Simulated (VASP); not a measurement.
Set up this calculation in VASP 6.6.1, as the native input.

- Task: single point
- Functional: PBEsol
- Potentials or basis: VASP PAW PBE potentials, release 64 (Ni)
- Cutoff: 520 eV
- k mesh: 26 × 26 × 26
- Occupations: fermi-dirac, width 0.1 eV
- Spin: no spin polarisation
- Dipole correction: no
- Further INCAR settings: ALGO = Normal; EDIFF = 1e-07; NBANDS = 11

The structure of Ni lies in POSCAR:

```
Ni
1.0
    0.0000000000      1.7062800446      1.7062800446
    1.7062800446      0.0000000000      1.7062800446
    1.7062800446      1.7062800446      0.0000000000
Ni
1
Direct
    0.0000000000      0.0000000000      0.0000000000
```

This cell differs from its parent crystal: volume scaled by 0.96.

The input as run:

INCAR

```
SYSTEM = Ni
PREC = Accurate
ENCUT = 520
EDIFF = 1E-7
ISMEAR = -1
SIGMA = 0.1
LREAL = .FALSE.
LASPH = .TRUE.
NELM = 100
ALGO = Normal
ISIF = 2
LWAVE = .FALSE.
LCHARG = .FALSE.
GGA = PS
NBANDS = 11
```

KPOINTS

```
regular mesh
0
G
  26 26 26
  0 0 0
```

Potentials or basis: VASP PAW PBE potentials, release 64 (Ni).

Command:

```console
$ cat potpaw_PBE.64/Ni/POTCAR > POTCAR
$ mpirun -np 1 vasp_std > vasp.out
```

Results of the run:

The pressure is 10.4 GPa. The band gap on the k mesh is zero (band 5 reaches 10.56 eV, above the bottom of band 6 at 9.46 eV).

Caveat: the PAW data sets were made with another functional, which shifts forces and pressure a little; the run has no spin polarisation, though such a crystal can be magnetic.

It took 26 s on 1 thread of AMD EPYC 9R45 96-Core Processor (Zen 5), on a shared host, peak memory 0.13 GiB.
